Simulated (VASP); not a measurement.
A run of VASP 6.6.1:

Contents of INCAR:

```
SYSTEM = Zn3CdSi4P8
ALGO     = Normal         ! electronic algorithm
EDIFF    = 1E-6           ! SCF threshold, eV
ENCUT    = 520            ! plane-wave cutoff, eV
GGA      = PS             ! functional
ISIF     = 2              ! what is computed and relaxed
ISMEAR   = -1             ! smearing method
LASPH    = .True.         ! aspherical terms in the spheres
LCHARG   = .False.        ! write CHGCAR
LREAL    = Auto         
LWAVE    = .False.        ! write WAVECAR
NBANDS   = 66             ! bands
NELECT   = 102.0        
NELM     = 60             ! most SCF steps
PREC     = Accurate       ! precision mode
SIGMA    = 0.05           ! smearing width, eV
```

KPOINTS

```
Automatic mesh
0
Gamma
  2 2 2
  0.5 0.5 0.5
```

The input POSCAR:

```
Zn3CdSi4P8
1.0
    5.4078730000     -0.0000270000     -0.0000080000
   -0.0000270000      5.4078730000     -0.0000080000
   -0.0000160000     -0.0000160000     10.4557170000
Zn Si P Cd
3 4 8 1
Direct
    0.0002120000      0.0084790000      0.0026190000
    0.0003680000      0.4958470000      0.2500410000
    0.5000380000      0.5003220000      0.4966860000
    0.0044620000      0.0013430000      0.4963520000
    0.5015150000      0.9982180000      0.2514110000
    0.5059780000      0.5056260000      0.9982130000
    0.9917880000      0.5044710000      0.7509050000
    0.2630030000      0.2505090000      0.1292240000
    0.2269790000      0.2605360000      0.6245430000
    0.7252590000      0.7502190000      0.1219070000
    0.7439890000      0.2293310000      0.3725200000
    0.2497950000      0.7721940000      0.3792530000
    0.2531690000      0.7276160000      0.8766620000
    0.7700720000      0.7474090000      0.6233570000
    0.7506940000      0.2683070000      0.8748480000
    0.4975860000      0.0038120000      0.7483440000
```

Potentials or basis: VASP PAW PBE potentials, release 64 (Zn, Si, P, Cd).

Launch:

```sh
$ cat potpaw_PBE.64/Zn/POTCAR potpaw_PBE.64/Si/POTCAR potpaw_PBE.64/P/POTCAR potpaw_PBE.64/Cd/POTCAR > POTCAR
$ mpirun -np 1 vasp_std > vasp.out
```

Hardware: 1 thread of AMD EPYC 7R13 Processor (Zen 3), with other jobs on the host.

Q: Estimate the wall time of this run.

A: It took 2.4 min on 1 thread of AMD EPYC 7R13 Processor (Zen 3), on a shared host, peak memory 0.35 GiB. Counts: scf iterations 16, k points 4.
